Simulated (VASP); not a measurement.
# Cu (Pm-3m) in VASP: a series of runs

Cu is run at these levels: PBE; tasks: single point, relaxation of cell and atoms.

Program: VASP 6.6.1. These are calculated values, not measurements. Logs are shortened: lines on timing, memory, paths and dates and some standing lists are left out, and cuts for length are marked.

**1. The cell of the first run**

Symmetry: Pm-3m, No. 221, cubic system. Conventional cell: a = 2.288 Å, b = 2.288 Å, c = 2.288 Å, α = 90.00°, β = 90.00°, γ = 90.00°. Within 3.0 Å of Cu (site symmetry m-3m) lie 6 Cu at 2.29 Å.

**2. Single point, PBE**

INCAR

```
SYSTEM = Cu
PREC = Accurate
ENCUT = 520
EDIFF = 1E-6
ISMEAR = 0
SIGMA = 0.1
LREAL = .FALSE.
LASPH = .TRUE.
NELM = 100
ALGO = Normal
ISIF = 2
LWAVE = .FALSE.
LCHARG = .FALSE.
GGA = PE
NBANDS = 12
```

KPOINTS

```
Automatic mesh
0
G
  8 8 8
  0 0 0
```

POSCAR

```
Cu
1.0
    2.2884509792      0.0000000000      0.0000000000
    0.0000000000      2.2884509792      0.0000000000
    0.0000000000      0.0000000000      2.2884509792
Cu
1
Direct
    0.0000000000      0.0000000000      0.0000000000
```

Potentials or basis: VASP PAW PBE potentials, release 64 (Cu).

Started as:

```
> cat potpaw_PBE.64/Cu/POTCAR > POTCAR
> mpirun -np 1 vasp_std > vasp.out
```

OUTCAR:

```text
SYSTEM = Cu
   PREC = Accurate
   ENCUT = 520
   EDIFF = 1E-6
   ISMEAR = 0
   LREAL = .FALSE.
   LASPH = .TRUE.
   NELM = 100
   ISIF = 2
   GGA = PE

 ion  position               nearest neighbor table
   1  0.000  0.000  0.000-

  LATTYP: Found a simple cubic cell.
 ALAT       =     2.2884509792

  Lattice vectors:

 A1 = (   2.2884509792,   0.0000000000,   0.0000000000)
 A2 = (   0.0000000000,   2.2884509792,   0.0000000000)
 A3 = (   0.0000000000,   0.0000000000,   2.2884509792)

Analysis of symmetry for initial positions (statically):
=====================================================================
 Subroutine PRICEL returns:
 Original cell was already a primitive cell.

 Routine SETGRP: Setting up the symmetry group for a
 simple cubic supercell.

 Subroutine GETGRP returns: Found 48 space group operations
 (whereof 48 operations were pure point group operations)
 out of a pool of 48 trial point group operations.

The static configuration has the point symmetry O_h .

Analysis of symmetry for dynamics (positions and initial velocities):
=====================================================================
 Subroutine PRICEL returns:
 Original cell was already a primitive cell.

 Routine SETGRP: Setting up the symmetry group for a
 simple cubic supercell.

 Subroutine GETGRP returns: Found 48 space group operations
 (whereof 48 operations were pure point group operations)
 out of a pool of 48 trial point group operations.

The dynamic configuration has the point symmetry O_h .

 Subroutine INISYM returns: Found 48 space group operations
 (whereof 48 operations are pure point group operations),
 and found     1 'primitive' translations

----------------------------------------------------------------------------------------

                                     Primitive cell

  volume of cell :      11.9846

  direct lattice vectors                    reciprocal lattice vectors
     2.288450979  0.000000000  0.000000000     0.436976806  0.000000000  0.000000000
     0.000000000  2.288450979  0.000000000     0.000000000  0.436976806  0.000000000
     0.000000000  0.000000000  2.288450979     0.000000000  0.000000000  0.436976806

  length of vectors
     2.288450979  2.288450979  2.288450979     0.436976806  0.436976806  0.436976806

  position of ions in fractional coordinates (direct lattice)
     0.000000000  0.000000000  0.000000000

  ion indices of the primitive-cell ions
   primitive index   ion index
                 1           1

----------------------------------------------------------------------------------------

 KPOINTS: Automatic mesh

Automatic generation of k-mesh.
 Grid dimensions read from file:
 generate k-points for:    8    8    8

 Generating k-lattice:

  Cartesian coordinates                     Fractional coordinates (reciprocal lattice)
     0.054622101  0.000000000  0.000000000     0.125000000  0.000000000  0.000000000
     0.000000000  0.054622101  0.000000000     0.000000000  0.125000000  0.000000000
     0.000000000  0.000000000  0.054622101     0.000000000  0.000000000  0.125000000

  Length of vectors
     0.054622101  0.054622101  0.054622101

  Shift w.r.t. Gamma in fractional coordinates (k-lattice)
     0.000000000  0.000000000  0.000000000

 Subroutine IBZKPT returns following result:
 ===========================================

 Found     35 irreducible k-points:

 Following reciprocal coordinates:
            Coordinates               Weight
  0.000000  0.000000  0.000000      1.000000
  0.125000  0.000000  0.000000      6.000000
  0.250000  0.000000  0.000000      6.000000
  0.375000  0.000000  0.000000      6.000000
  0.500000  0.000000  0.000000      3.000000
  0.125000  0.125000  0.000000     12.000000
[... 16 lines left out ...]
  0.375000  0.375000  0.125000     24.000000
  0.500000  0.375000  0.125000     24.000000
 [... further k-points ...]
   k-points           NKPTS =     35   k-points in BZ     NKDIM =     35   number of bands    NBANDS=     12
   number of dos      NEDOS =    301   number of ions     NIONS =      1
   total plane-waves  NPLWV =   5832
   dimension x,y,z NGX =    18 NGY =   18 NGZ =   18
   dimension x,y,z NGXF=    36 NGYF=   36 NGZF=   36
   ions per type =               1
   NGX,Y,Z   is equivalent  to a cutoff of  13.08, 13.08, 13.08 a.u.
   NGXF,Y,Z  is equivalent  to a cutoff of  26.15, 26.15, 26.15 a.u.
 SYSTEM =  Cu
   PREC   = accura    normal or accurate (medium, high low for compatibility)
   ISTART =      0    job   : 0-new  1-cont  2-samecut
   ICHARG =      2    charge: 1-file 2-atom 10-const
   ISPIN  =      1    spin polarized calculation?
   LNONCOLLINEAR =      F non collinear calculations
   LSORBIT =      F    spin-orbit coupling
   LASPH  =      T    aspherical Exc in radial PAW
   ENCUT  =  520.0 eV  38.22 Ry    6.18 a.u.   4.26  4.26  4.26*2*pi/ulx,y,z
   NELM   =    100;   NELMIN=  2; NELMDL= -5     # of ELM steps
   EDIFF  = 0.1E-05   stopping-criterion for ELM
   LREAL  =      F    real-space projection
   EDIFFG = 0.1E-04   stopping-criterion for IOM
   NSW    =      0    number of steps for IOM
   IBRION =     -1    ionic relax: 0-MD 1-quasi-New 2-CG
   NFREE  =      0    steps in history (QN), initial steepest desc. (CG)
   ISIF   =      2    stress and relaxation
   ISYM   =      2    0-nonsym 1-usesym 2-fastsym
   POTIM  = 0.5000    time-step for ionic-motion
   TEBEG  =    0.0;   TEEND  =   0.0 temperature during run
   PSTRESS=    0.0 pullay stress
   NELECT =      11.0000    total number of electrons
   NUPDOWN=      -1.0000    fix difference up-down
   EMIN   =  10.00;   EMAX   =-10.00  energy-range for DOS
   EFERMI =   0.00;   METHOD = LEGACY
   ISMEAR =     0;   SIGMA  =   0.10  broadening in eV -4-tet -1-fermi 0-gaus
   EFERMI_NEDOS =   21; number of points for ismear=-14 and -15
   IALGO  =     38    algorithm
   IMIX   =      4    mixing-type and parameters
     AMIX     =   0.40;   BMIX     =  1.00
     AMIX_MAG =   1.60;   BMIX_MAG =  1.00
  volume/ion in A,a.u.               =      11.98        80.88
  Fermi-wavevector in a.u.,A,eV,Ry     =   1.590978  3.006512 34.439207  2.531210
  Thomas-Fermi vector in A             =   2.689589
   LORBIT       =      0    0 simple, 1 ext, 2 COOP (PROOUT), +10 PAW based schemes
   GGA     = PE    functional components
   LHFCALC =     F    Hartree Fock is set to
   AEXX    =    0.0000 exact exchange contribution
   IVDW    =     0    specifies the selected vdW correction
   LEPSILON=     F    determine dielectric tensor
   LRPA    =     F    only Hartree local field effects (RPA)
 non-spin polarized calculation
 Gauss-broadening in eV      SIGMA  =   0.10
  energy-cutoff  :      520.00
  volume of cell :       11.98
 maximum number of plane-waves:       341
 NGX is ok and might be reduce to    18
   NGX =  9   NGY =  9   NGZ =  9

 number of electron      10.9999980 magnetization

 Free energy of the ion-electron system (eV)
  ---------------------------------------------------
  ext. energy  EPLUGINS =         0.00000000
  ---------------------------------------------------
  free energy    TOTEN  =        -3.14370939 eV

  energy without entropy =       -3.13989616  energy(sigma->0) =       -3.14180278

 E-fermi :   6.9513     XC(G=0): -12.5484

 val. band max:        6.8937733071   @ k =   0.3750   0.2500   0.1250
 cond. band min:       7.5948485931   @ k =   0.5000   0.1250   0.1250
 fundamental gap:      0.7010752860
 Fermi energy:         6.9512805628

 k-point     1 :       0.0000    0.0000    0.0000
  band No.  band energies     occupation
      1      -1.7616      2.00000
      2       2.8167      2.00000
      3       2.8167      2.00000
      4       5.9105      2.00000
      5       5.9105      2.00000
      6       5.9105      2.00000
      7      26.4892      0.00000
      8      26.4892      0.00000
      9      26.4892      0.00000
     10      30.1577      0.00000
     11      30.1577      0.00000
     12      34.6815      0.00000

 k-point     2 :       0.1250    0.0000    0.0000
  band No.  band energies     occupation
      1      -1.2929      2.00000
      2       2.8742      2.00000
      3       3.0095      2.00000
      4       5.7587      2.00000
      5       5.7587      2.00000
      6       5.9229      2.00000
      7      22.0796      0.00000
      8      27.1098      0.00000
      9      27.1098      0.00000
     10      30.3146      0.00000
     11      32.4794      0.00000
     12      37.6322      0.00000

 k-point     3 :       0.2500    0.0000    0.0000
  band No.  band energies     occupation
      1       0.0122      2.00000
      2       3.0149      2.00000
      3       3.5487      2.00000
      4       5.4077      2.00000
      5       5.4077      2.00000
      6       5.9527      2.00000
      7      16.7197      0.00000
      8      28.8642      0.00000
      9      28.8642      0.00000
     10      30.7903      0.00000
     11      33.2896      0.00000
     12      41.5355      0.00000
[... 286 lines left out ...]
 k-point    23 :       0.3750    0.3750    0.1250
  band No.  band energies     occupation
      1       2.7127      2.00000
      2       3.7319      2.00000
      3       4.8257      2.00000
      4       4.8377      2.00000
      5       5.7089      2.00000
      6       8.5473      0.00000
      7      14.2425      0.00000
      8      18.4134      0.00000
      9      23.5640      0.00000
     10      30.1968      0.00000
     11      35.7157      0.00000
     12      38.1032      0.00000

 k-point    24 :       0.5000    0.3750    0.1250
  band No.  band energies     occupation
      1       2.6122      2.00000
      2       3.8311      2.00000
      3       4.7069      2.00000
      4       4.8708      2.00000
      5       6.0346      2.00000
      6      11.3010      0.00000
      7      11.5466      0.00000
      8      20.0253      0.00000
      9      20.1047      0.00000
     10      32.2263      0.00000
     11      33.7578      0.00000
     12      38.4659      0.00000

 [... further k-points ...]

------------------------ aborting loop because EDIFF is reached ----------------------------------------

  FORCE on cell =-STRESS in cart. coord.  units (eV):
  Direction    XX          YY          ZZ          XY          YZ          ZX
  --------------------------------------------------------------------------------------
  -------------------------------------------------------------------------------------
  Total        1.7184315      1.7184315      1.7184315      0.0000000      0.0000000      0.0000000
  in kB      229.7301356    229.7301356    229.7301356      0.0000000      0.0000000      0.0000000
  external PRESSURE =     229.7301356 kB  Pullay stress =       0.0000000 kB

 VOLUME and BASIS-vectors are now :
 -----------------------------------------------------------------------------
  energy-cutoff  :      520.00
  volume of cell :       11.98
      direct lattice vectors                 reciprocal lattice vectors
     2.288450979  0.000000000  0.000000000     0.436976806  0.000000000  0.000000000
     0.000000000  2.288450979  0.000000000     0.000000000  0.436976806  0.000000000
     0.000000000  0.000000000  2.288450979     0.000000000  0.000000000  0.436976806

 POSITION                                       TOTAL-FORCE (eV/Angst)
 -----------------------------------------------------------------------------------
      0.00000      0.00000      0.00000         0.000000      0.000000      0.000000
 -----------------------------------------------------------------------------------
    total drift:                                0.000000      0.000000     -0.000000

  FREE ENERGIE OF THE ION-ELECTRON SYSTEM (eV)
  ---------------------------------------------------
  free  energy   TOTEN  =        -3.1437093890 eV

  energy  without entropy=       -3.1398961618  energy(sigma->0) =       -3.14180278
```

Run time: 3.3 s. Hardware: 1 thread of AMD EPYC 9R45 (Zen 5), shared host; peak memory 0.09 GiB.

Results:

```yaml
Free_energy: -3.1437 eV
Pressure: 23.0 GPa
```

Levels at points of the mesh, in eV from the Fermi level:
```
           k point  band 1  band 2  band 3  band 4  band 5  band 6  band 7  band 8  band 9  band 10
(0.00, 0.00, 0.00)   -8.71   -4.13   -4.13   -1.04   -1.04   -1.04   19.54   19.54   19.54    23.21
(0.50, 0.00, 0.00)   -4.51   -3.73   -2.01   -2.01   -1.50   -0.96    2.88   25.07   26.94    26.94
(0.50, 0.50, 0.00)   -4.65   -3.42   -1.81   -1.81   -0.37    4.86    4.86   10.66   11.00    31.76
(0.50, 0.50, 0.50)   -3.77   -3.77   -3.77   -0.32   -0.32   11.50   11.50   11.50   14.10    16.92
```

**3. Single point, PBE**

This run uses another cell than the first one, of 13.98 Å³/atom, 1.166 times its volume.

INCAR

```
SYSTEM = Cu
  PREC = Accurate
  ENCUT = 520
  EDIFF = 1E-7
  ISMEAR = 0
  SIGMA = 0.1
  LREAL = .FALSE.
  LASPH = .TRUE.
  NELM = 100
  ALGO = Fast
  ISIF = 2
  LWAVE = .FALSE.
  LCHARG = .FALSE.
  GGA = PE
  NBANDS = 12
```

KPOINTS is that of step 2.

POSCAR

```
Cu
1.0
    2.4087840744      0.0000000000      0.0000000000
    0.0000000000      2.4087840744      0.0000000000
    0.0000000000      0.0000000000      2.4087840744
Cu
1
Direct
    0.0000000000      0.0000000000      0.0000000000
```

Potentials or basis: VASP PAW PBE potentials, release 64 (Cu).

Started as:

```
> cat potpaw_PBE.64/Cu/POTCAR > POTCAR
> mpirun -np 1 vasp_std > vasp.out
```

Wall time 4 s (1 thread of AMD EPYC 9R45 (Zen 5), shared host); peak memory 0.09 GiB.

The run converged. Its results:

```yaml
Free_energy: -3.2695 eV
Pressure: 0.4 GPa
```

Levels at points of the mesh, in eV from the Fermi level:
| k point | band 2 | band 3 | band 4 | band 5 | band 6 | band 7 | band 8 | band 9 |
| --- | --- | --- | --- | --- | --- | --- | --- | --- |
| (0.00, 0.00, 0.00) | -3.47 | -3.47 | -1.00 | -1.00 | -1.00 | 17.78 | 17.78 | 17.78 |
| (0.50, 0.00, 0.00) | -3.15 | -1.76 | -1.76 | -1.00 | -0.94 | 2.26 | 23.59 | 24.14 |
| (0.50, 0.50, 0.00) | -2.93 | -1.61 | -1.61 | -0.47 | 4.56 | 4.56 | 8.91 | 10.20 |
| (0.50, 0.50, 0.50) | -3.14 | -3.14 | -0.43 | -0.43 | 10.27 | 10.27 | 10.27 | 13.61 |

(Continued in part 2 of 2.)
